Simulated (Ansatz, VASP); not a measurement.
# TaN in VASP and in Ansatz

Contents of INCAR:

```
SYSTEM = TaN
PREC = Accurate
ENCUT = 600
EDIFF = 1E-6
ISMEAR = -1
SIGMA = 0.05
LREAL = .FALSE.
LASPH = .TRUE.
NELM = 80
ALGO = Normal
ISIF = 3
LWAVE = .FALSE.
LCHARG = .FALSE.
GGA = RE
IVDW = 13
IBRION = 2
NSW = 60
EDIFFG = -0.01
```

File KPOINTS:

```
Automatic mesh
0
G
  10 10 10
  0 0 0
```

Contents of POSCAR:

```
TaN
1.0
    0.0000000000      2.2113230000      2.2113230000
    2.2113230000      0.0000000000      2.2113230000
    2.2113230000      2.2113230000      0.0000000000
Ta N
1 1
Direct
    0.5000000000      0.5000000000      0.5000000000
    0.0000000000      0.0000000000      0.0000000000
```

File input.yaml:

```yaml
crystal:
  lattice:
    - [0.0, 2.211323, 2.211323]
    - [2.211323, 0.0, 2.211323]
    - [2.211323, 2.211323, 0.0]
  atoms:
    - { symbol: Ta, position: [0.5, 0.5, 0.5] }
    - { symbol: "N", position: [0.0, 0.0, 0.0] }
hamiltonian:
  xc: revpbe
  pseudopotentials: { kind: paw }
  dispersion: d4
kpoints:
  mp_grid: { grid: [10, 10, 10] }
scf:
  occupations: { method: fermi_dirac, width: 0.05 }
output:
  forces: true
  stress: true
relax:
  f_tol: 0.01
  max_steps: 40
  cell: { stress_tol: 0.05 }
```

Alike in both runs: task relaxation of cell and atoms; functional revPBE; dispersion D4; k mesh 10 × 10 × 10; occupations fermi-dirac, width 0.05 eV; no spin polarisation.

```csv
,VASP,Ansatz
version,VASP 6.6.1,Ansatz 0.2.0
potentials or method,"VASP PAW PBE potentials, release 64 (Ta_pv, N)",Ansatz PAW
plane-wave cutoff (eV),600,420
valence electrons in the cell,16,18
```

```csv
,VASP,Ansatz,Ansatz less VASP
relaxed volume (Å³/atom),10.57,10.55,-0.025
relaxed cell length with the largest relative difference (Å),3.104,3.101,-0.0025
```

VASP's potentials were made for PBE, not for revPBE. VASP's potentials hold 16 valence electrons a cell and Ansatz's 18, so a difference there can come from the potentials and not from the codes.

Neither program's run includes spin-orbit coupling. Noted on Ansatz's run: the plane-wave basis is chosen anew once the cell has moved, so the energies of steps on either side of that aren't comparable.
